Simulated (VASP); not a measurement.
WC: electric field gradients with PBEsol

WC:

```
CELL_PARAMETERS angstrom
2.93867 0.00000 0.00000
-1.46934 2.54496 0.00000
0.00000 0.00000 2.86623
ATOMIC_POSITIONS crystal
W 0.00000 0.00000 0.00000
C 0.66667 0.33333 0.50000
```

This cell differs from its parent crystal: volume scaled by 1.04.

```
Program                : VASP 6.6.1
Task                   : electric field gradients
Functional             : PBEsol
Potentials or basis    : VASP PAW PBE potentials, release 64 (W_sv, C)
Cutoff                 : 520 eV
k mesh                 : 14 × 14 × 13
Occupations            : fermi-dirac, width 0.05 eV
Spin                   : no spin polarisation
Dipole correction      : no
Further INCAR settings : ALGO = Normal; EDIFF = 1e-08; NBANDS = 16
```

The pressure is -14.3 GPa and the band gap on the k mesh is zero (band 9 reaches 11.21 eV, above the bottom of band 10 at 9.93 eV).

Stress tensor (GPa, compression positive):
```
-13.73   0.00   0.00
  0.00 -13.73   0.00
  0.00   0.00 -15.55
```

Levels at points of the mesh, in eV from the Fermi level:
| k point | band 5 | band 6 | band 7 | band 8 | band 9 | band 10 | band 11 | band 12 | band 13 | band 14 |
| --- | --- | --- | --- | --- | --- | --- | --- | --- | --- | --- |
| (0.00, 0.00, 0.00) | -14.16 | -4.13 | -3.19 | -3.19 | 0.13 | 3.09 | 3.09 | 5.49 | 5.49 | 6.20 |
| (0.50, 0.00, 0.00) | -10.89 | -6.87 | -3.45 | -3.42 | -0.41 | 2.25 | 4.35 | 4.70 | 6.69 | 9.43 |

Electric field gradients, principal values (V/Å²):
```tsv
atom	least	middle	greatest (by size)
1 W	64.017	64.018	-128.036
2 C	0.180	0.181	-0.361
```

It took 52 s on 1 thread of Intel(R) Xeon(R) Platinum 8259CL CPU @ 2.50GHz (Skylake/Cascade Lake) (shared host), peak memory 0.19 GiB.

Caveat: without QUAD_EFG the Cq values of the log hold for a quadrupole moment of 1 mb, not for the nuclei; the PAW data sets were made with another functional, which shifts forces and pressure a little; spin-orbit coupling is left out, which moves the levels of the heavy elements.
